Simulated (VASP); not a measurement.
# HgTe (rocksalt type) (Fm-3m) in VASP: further runs

Runs on HgTe (rocksalt type). Level: PBE. Tasks: single point.

Everything below comes from runs of VASP 6.6.1. Logs are shortened: lines on timing, memory, paths and dates and some standing lists are left out, and cuts for length are marked.

### 1 The cell of the first run

The structure is cubic, space group Fm-3m (No. 225). The conventional cell has a = 5.657 Å, b = 5.657 Å, c = 5.657 Å, α = 90.00°, β = 90.00°, γ = 90.00°. Hg (site symmetry m-3m) has 6 Te at 2.83 Å within 3.7 Å. Within 3.7 Å of Te (site symmetry m-3m) lie 6 Hg at 2.83 Å.

### 2 Single point, PBE (22.63 Å³/atom)

The input, INCAR:

```
ALGO = Normal
EDIFF = 1E-7
ENCUT = 520
GGA = PE
ISIF = 2
ISMEAR = -1
LASPH = T
LCHARG = T
LELF = T
LREAL = F
LVHAR = T
LWAVE = F
NBANDS = 16
NELM = 60
PREC = Accurate
SIGMA = 0.08
```

The input, KPOINTS:

```
k-points
0
Gamma
  12 12 12
```

The input, POSCAR:

```
HgTe
1.0
    0.0000000000      2.8284562142      2.8284562142
    2.8284562142      0.0000000000      2.8284562142
    2.8284562142      2.8284562142      0.0000000000
Hg Te
1 1
Direct
    0.0000000000      0.0000000000      0.0000000000
    0.5000000000      0.5000000000      0.5000000000
```

Potentials or basis: VASP PAW PBE potentials, release 64 (Hg, Te).

On the command line:

```bash
$ cat potpaw_PBE.64/Hg/POTCAR potpaw_PBE.64/Te/POTCAR > POTCAR
$ mpirun -np 1 vasp_std > vasp.out
```

OUTCAR:

```text
EDIFF = 1E-7
   ENCUT = 520
   GGA = PE
   ISIF = 2
   ISMEAR = -1
   LASPH = T
   LREAL = F
   NELM = 60
   PREC = Accurate

 ion  position               nearest neighbor table
   1  0.000  0.000  0.000-   2 2.83   2 2.83   2 2.83   2 2.83   2 2.83   2 2.83
   2  0.500  0.500  0.500-   1 2.83   1 2.83   1 2.83   1 2.83   1 2.83   1 2.83

  LATTYP: Found a face centered cubic cell.
 ALAT       =     5.6569124284

  Lattice vectors:

 A1 = (   0.0000000000,   2.8284562142,   2.8284562142)
 A2 = (   2.8284562142,   0.0000000000,   2.8284562142)
 A3 = (   2.8284562142,   2.8284562142,   0.0000000000)

Analysis of symmetry for initial positions (statically):
=====================================================================
 Subroutine PRICEL returns:
 Original cell was already a primitive cell.

 Routine SETGRP: Setting up the symmetry group for a
 face centered cubic supercell.

 Subroutine GETGRP returns: Found 48 space group operations
 (whereof 48 operations were pure point group operations)
 out of a pool of 48 trial point group operations.

The static configuration has the point symmetry O_h .

Analysis of symmetry for dynamics (positions and initial velocities):
=====================================================================
 Subroutine PRICEL returns:
 Original cell was already a primitive cell.

 Routine SETGRP: Setting up the symmetry group for a
 face centered cubic supercell.

 Subroutine GETGRP returns: Found 48 space group operations
 (whereof 48 operations were pure point group operations)
 out of a pool of 48 trial point group operations.

The dynamic configuration has the point symmetry O_h .

 Subroutine INISYM returns: Found 48 space group operations
 (whereof 48 operations are pure point group operations),
 and found     1 'primitive' translations

----------------------------------------------------------------------------------------

                                     Primitive cell

  volume of cell :      45.2562

  direct lattice vectors                    reciprocal lattice vectors
     0.000000000  2.828456214  2.828456214    -0.176774877  0.176774877  0.176774877
     2.828456214  0.000000000  2.828456214     0.176774877 -0.176774877  0.176774877
     2.828456214  2.828456214  0.000000000     0.176774877  0.176774877 -0.176774877

[... 79 lines left out ...]
   LSORBIT =      F    spin-orbit coupling
   LASPH  =      T    aspherical Exc in radial PAW
   ENCUT  =  520.0 eV  38.22 Ry    6.18 a.u.   7.44  7.44  7.44*2*pi/ulx,y,z
   NELM   =     60;   NELMIN=  2; NELMDL= -5     # of ELM steps
   EDIFF  = 0.1E-06   stopping-criterion for ELM
   LREAL  =      F    real-space projection
   EDIFFG = 0.1E-05   stopping-criterion for IOM
   NSW    =      0    number of steps for IOM
   IBRION =     -1    ionic relax: 0-MD 1-quasi-New 2-CG
   NFREE  =      0    steps in history (QN), initial steepest desc. (CG)
   ISIF   =      2    stress and relaxation
   ISYM   =      2    0-nonsym 1-usesym 2-fastsym
   POTIM  = 0.5000    time-step for ionic-motion
   TEBEG  =    0.0;   TEEND  =   0.0 temperature during run
   PSTRESS=    0.0 pullay stress
   NELECT =      18.0000    total number of electrons
   NUPDOWN=      -1.0000    fix difference up-down
   EMIN   =  10.00;   EMAX   =-10.00  energy-range for DOS
   EFERMI =   0.00;   METHOD = LEGACY
   ISMEAR =    -1;   SIGMA  =   0.08  broadening in eV -4-tet -1-fermi 0-gaus
   EFERMI_NEDOS =   21; number of points for ismear=-14 and -15
   IALGO  =     38    algorithm
   IMIX   =      4    mixing-type and parameters
     AMIX     =   0.40;   BMIX     =  1.00
     AMIX_MAG =   1.60;   BMIX_MAG =  1.00
  volume/ion in A,a.u.               =      22.63       152.70
  Fermi-wavevector in a.u.,A,eV,Ry     =   1.203944  2.275124 19.721381  1.449481
  Thomas-Fermi vector in A             =   2.339683
   LORBIT       =      0    0 simple, 1 ext, 2 COOP (PROOUT), +10 PAW based schemes
   GGA     = PE    functional components
   LHFCALC =     F    Hartree Fock is set to
   AEXX    =    0.0000 exact exchange contribution
   IVDW    =     0    specifies the selected vdW correction
   LEPSILON=     F    determine dielectric tensor
   LRPA    =     F    only Hartree local field effects (RPA)
 non-spin polarized calculation
  energy-cutoff  :      520.00
  volume of cell :       45.26
 maximum number of plane-waves:      1243
 NGX is ok and might be reduce to    30
   NGX = 15   NGY = 15   NGZ = 15

 number of electron      18.0000002 magnetization

 Free energy of the ion-electron system (eV)
  ---------------------------------------------------
  ext. energy  EPLUGINS =         0.00000000
  ---------------------------------------------------
  free energy    TOTEN  =        -2.65248591 eV

  energy without entropy =       -2.63023318  energy(sigma->0) =       -2.64135954

 E-fermi :   7.2505     XC(G=0): -10.9951

 val. band max:        7.2375032430   @ k =   0.4167   0.0833   0.0000
 cond. band min:       7.3178004277   @ k =   0.3333   0.0000   0.0000
 fundamental gap:      0.0802971848
 Fermi energy:         7.2504580072

 k-point     1 :       0.0000    0.0000    0.0000
  band No.  band energies     occupation
      1      -6.6659      2.00000
      2      -0.4943      2.00000
      3      -0.4943      2.00000
      4      -0.4331      2.00000
      5      -0.4331      2.00000
      6      -0.4331      2.00000
[... 433 lines left out ...]
      3      -1.0148      2.00000
      4      -0.7728      2.00000
      5      -0.1265      2.00000
      6      -0.0697      2.00000
[... 8 lines left out ...]
     15      17.7688      0.00000
     16      18.7360      0.00000

 [... further k-points ...]

------------------------ aborting loop because EDIFF is reached ----------------------------------------

  FORCE on cell =-STRESS in cart. coord.  units (eV):
  Direction    XX          YY          ZZ          XY          YZ          ZX
  --------------------------------------------------------------------------------------
  -------------------------------------------------------------------------------------
  Total        6.3881026      6.3881026      6.3881026      0.0000000     -0.0000000      0.0000000
  in kB      226.1539058    226.1539058    226.1539058      0.0000000     -0.0000000      0.0000000
  external PRESSURE =     226.1539058 kB  Pullay stress =       0.0000000 kB

 VOLUME and BASIS-vectors are now :
 -----------------------------------------------------------------------------
  energy-cutoff  :      520.00
  volume of cell :       45.26
      direct lattice vectors                 reciprocal lattice vectors
     0.000000000  2.828456214  2.828456214    -0.176774877  0.176774877  0.176774877
     2.828456214  0.000000000  2.828456214     0.176774877 -0.176774877  0.176774877
     2.828456214  2.828456214  0.000000000     0.176774877  0.176774877 -0.176774877

 POSITION                                       TOTAL-FORCE (eV/Angst)
 -----------------------------------------------------------------------------------
      0.00000      0.00000      0.00000         0.000000      0.000000      0.000000
      2.82846      2.82846      2.82846        -0.000000     -0.000000     -0.000000
 -----------------------------------------------------------------------------------
    total drift:                               -0.000000      0.000000      0.000000

  FREE ENERGIE OF THE ION-ELECTRON SYSTEM (eV)
  ---------------------------------------------------
  free  energy   TOTEN  =        -2.6524859105 eV

  energy  without entropy=       -2.6302331764  energy(sigma->0) =       -2.64135954
```

OSZICAR:

```text
N       E                     dE             d eps       ncg     rms          rms(c)
DAV:   1     0.109773442761E+03    0.10977E+03   -0.85194E+03  2328   0.103E+03
DAV:   2     0.251336445270E+00   -0.10952E+03   -0.10267E+03  2696   0.244E+02
DAV:   3    -0.287919842116E+01   -0.31305E+01   -0.31219E+01  2888   0.424E+01
DAV:   4    -0.289742239009E+01   -0.18224E-01   -0.18223E-01  2736   0.319E+00
DAV:   5    -0.289770525391E+01   -0.28286E-03   -0.28286E-03  3056   0.384E-01    0.127E+01
DAV:   6    -0.266351572175E+01    0.23419E+00   -0.43887E-01  2840   0.964E+00    0.915E+00
DAV:   7    -0.265422966829E+01    0.92861E-02   -0.98677E-02  2848   0.232E+00    0.233E+00
DAV:   8    -0.265254954764E+01    0.16801E-02   -0.12128E-02  2568   0.136E+00    0.688E-01
DAV:   9    -0.265247250063E+01    0.77047E-04   -0.73043E-04  2944   0.297E-01    0.114E-01
DAV:  10    -0.265248198176E+01   -0.94811E-05   -0.45357E-05  2872   0.648E-02    0.336E-02
DAV:  11    -0.265248685460E+01   -0.48728E-05   -0.95092E-06  2840   0.287E-02    0.300E-02
DAV:  12    -0.265248610875E+01    0.74585E-06   -0.12608E-06  2520   0.129E-02    0.975E-03
DAV:  13    -0.265248585006E+01    0.25870E-06   -0.40860E-07  3024   0.366E-03    0.876E-03
DAV:  14    -0.265248591048E+01   -0.60425E-07   -0.34631E-08  1496   0.120E-03
   1 F= -.26524859E+01 E0= -.26413595E+01  d E =-.222527E-01
```

It took 31 s on 1 thread of AMD EPYC 9R45 (Zen 5), shared host; peak memory 0.18 GiB.

Results:

```
Free energy            : -2.6525 eV
Pressure               : 22.6 GPa
Band gap on the k mesh : zero (bands 9 and 10 overlap by 3.60 eV)
```

Levels at points of the mesh, in eV from the Fermi level:
```tsv
k point	band 7	band 8	band 9	band 10	band 11	band 12
(0.00, 0.00, 0.00)	-1.07	-1.07	-1.07	0.24	7.52	7.80
(0.50, 0.00, 0.00)	-6.50	0.58	0.58	2.34	3.59	3.59
(0.50, 0.50, 0.00)	-5.95	-3.28	-3.28	-3.02	4.52	10.48
```

Caveat: the cell stands under pressure; spin-orbit coupling is left out, which moves the levels of the heavy elements.

### 3 Single point, PBE

The input, INCAR:

```
SYSTEM = HgTe
PREC = Accurate ; ENCUT = 520
EDIFF = 1E-6 ; ISMEAR = -1
SIGMA = 0.08 ; LREAL = .FALSE.
LASPH = .TRUE. ; NELM = 100
ALGO = Normal ; ISIF = 2
LWAVE = .FALSE. ; LCHARG = .TRUE.
GGA = PE ; LELF = .TRUE.
LVHAR = .TRUE. ; NBANDS = 16
```

The input, KPOINTS:

```
regular mesh
0
G
  12 12 12
  0 0 0
```

The input, POSCAR:

```
HgTe
1.0
    0.0000000000      2.8297740661      2.8297740661
    2.8297740661      0.0000000000      2.8297740661
    2.8297740661      2.8297740661      0.0000000000
Hg Te
1 1
Direct
    0.0000000000      0.0000000000      0.0000000000
    0.5000000000      0.5000000000      0.5000000000
```

Potentials or basis: VASP PAW PBE potentials, release 64 (Hg, Te).

On the command line:

```bash
$ cat potpaw_PBE.64/Hg/POTCAR potpaw_PBE.64/Te/POTCAR > POTCAR
$ mpirun -np 1 vasp_std > vasp.out
```

It took 26 s on 1 thread of AMD EPYC 9R45 (Zen 5), shared host; peak memory 0.18 GiB.

Results (log left out):

| Item | Value |
| --- | --- |
| Free energy | -2.6614 eV |
| Pressure | 22.4 GPa |
| Band gap on the k mesh | zero (bands 9 and 10 overlap by 3.60 eV) |

Levels at points of the mesh, in eV from the Fermi level:
```csv
k point,band 5,band 6,band 7,band 8,band 9,band 10,band 11,band 12,band 13,band 14
"(0.00, 0.00, 0.00)",-7.68,-7.68,-1.07,-1.07,-1.07,0.23,7.53,7.80,7.80,7.80
"(0.50, 0.00, 0.00)",-7.37,-7.37,-6.49,0.58,0.58,2.34,3.59,3.59,4.88,11.29
"(0.50, 0.50, 0.00)",-7.24,-6.15,-5.94,-3.27,-3.27,-3.02,4.52,10.48,10.48,11.18
```

Caveat: the cell stands under pressure; spin-orbit coupling is left out, which moves the levels of the heavy elements.

### 4 Single point, PBE

The input, INCAR:

```
ALGO = Normal ; EDIFF = 1E-6
ENCUT = 520 ; GGA = PE
ISIF = 2 ; ISMEAR = -1
LASPH = T ; LCHARG = F
LREAL = F ; LWAVE = F
NBANDS = 16 ; NELM = 100
PREC = Accurate ; SIGMA = 0.08
```

The input, KPOINTS:

```
k-points
0
Gamma
  12 12 12
```

POSCAR is that of step 3.

On the command line:

```bash
$ cat potpaw_PBE.64/Hg/POTCAR potpaw_PBE.64/Te/POTCAR > POTCAR
$ mpirun -np 1 vasp_std > vasp.out
```

Wall time 24 s (1 thread of AMD EPYC 9R45 (Zen 5), shared host); peak memory 0.17 GiB.

Results (log left out):

| Property | Result |
| --- | --- |
| Free energy | -2.6614 eV |
| Pressure | 22.4 GPa |
| Band gap on the k mesh | zero (bands 9 and 10 overlap by 3.60 eV) |

Levels at points of the mesh, in eV from the Fermi level:
| k point | band 6 | band 7 | band 8 | band 9 | band 10 | band 11 | band 12 | band 13 |
| --- | --- | --- | --- | --- | --- | --- | --- | --- |
| (0.00, 0.00, 0.00) | -7.68 | -1.07 | -1.07 | -1.07 | 0.23 | 7.53 | 7.80 | 7.80 |
| (0.50, 0.00, 0.00) | -7.37 | -6.49 | 0.58 | 0.58 | 2.34 | 3.59 | 3.59 | 4.88 |
| (0.50, 0.50, 0.00) | -6.15 | -5.94 | -3.27 | -3.27 | -3.02 | 4.52 | 10.48 | 10.48 |

Caveat: the cell stands under pressure; spin-orbit coupling is left out, which moves the levels of the heavy elements.

The gap in the log of VASP goes by the Fermi energy; the results here count the filled bands.